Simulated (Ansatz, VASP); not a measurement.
# One calculation of Si5F, two programs

File INCAR:

```
SYSTEM = Si5F
PREC = Accurate ; ENCUT = 600
EDIFF = 1E-6 ; ISMEAR = 0
SIGMA = 0.1 ; LREAL = .False.
LASPH = .True. ; NELM = 100
ALGO = Normal ; ISIF = 3
LWAVE = .False. ; LCHARG = .False.
GGA = PE ; IBRION = 2
NSW = 100 ; EDIFFG = -0.01
```

File KPOINTS:

```
Automatic mesh
0
Gamma
  12 12 10
  0 0 0
```

POSCAR

```
Si5F
1.0
    5.0597228700      0.0000000000      0.0000000000
   -2.5298614300      4.3818485400      0.0000000000
    0.0000000000      0.0000000000      4.0995600000
Si F
5 1
Direct
    0.0000000000      0.5000000000      0.5000000000
    0.3333333300      0.6666666700      0.0000000000
    0.6666666700      0.3333333300      0.0000000000
    0.5000000000      0.0000000000      0.5000000000
    0.5000000000      0.5000000000      0.5000000000
    0.0000000000      0.0000000000      0.0000000000
```

Input for Ansatz:

```yaml
crystal:
  lattice:
    - [5.05972287, 0.0, 0.0]
    - [-2.52986143, 4.38184854, 0.0]
    - [0.0, 0.0, 4.09956]
  atoms:
    - { symbol: Si, position: [0.0, 0.5, 0.5] }
    - { symbol: Si, position: [0.33333333, 0.66666667, 0.0] }
    - { symbol: Si, position: [0.66666667, 0.33333333, 0.0] }
    - { symbol: Si, position: [0.5, 0.0, 0.5] }
    - { symbol: Si, position: [0.5, 0.5, 0.5] }
    - { symbol: F, position: [0.0, 0.0, 0.0] }
basis:
  ecutwfc: 420
kpoints:
  mp_grid: { grid: [12, 12, 10] }
hamiltonian:
  xc: pbe
scf:
  occupations: { method: gaussian, width: 0.1 }
output:
  forces: true
  stress: true
  eigenvalues: true
relax:
  adjacent_minimum: "off"
  f_tol: 0.01
  max_steps: 80
  cell: { stress_tol: 0.05 }
```

Change from the starting cell: species swapped into the DyNi5 type (P6/mmm, No. 191).

Alike in both runs: task relaxation of cell and atoms; functional PBE; k mesh 12 × 12 × 10; occupations gaussian, width 0.1 eV; no spin polarisation.

```csv
,VASP,Ansatz
version,VASP 6.6.1,Ansatz 0.2.0
potentials or method,"VASP PAW PBE potentials, release 64 (Si, F), cutoff 600 eV","scalar-relativistic, plane waves, PAW"
valence electrons in the cell,27,27
```

Ansatz gave:

| Item | Value |
| --- | --- |
| gap on the k mesh at the Fermi level, each at its own relaxed structure (eV) | none |
| relaxed volume (Å³/atom) | 15.42 |
| relaxed length of the cell vector where the two differ most in proportion (Å) | 4.534 |

Q: Estimate VASP's values.

A: gap on the k mesh at the Fermi level, each at its own relaxed structure (eV): none; relaxed volume (Å³/atom): 15.39; relaxed length of the cell vector where the two differ most in proportion (Å): 4.529.

A gap of «none» marks a metal or a gap that the smearing closes.
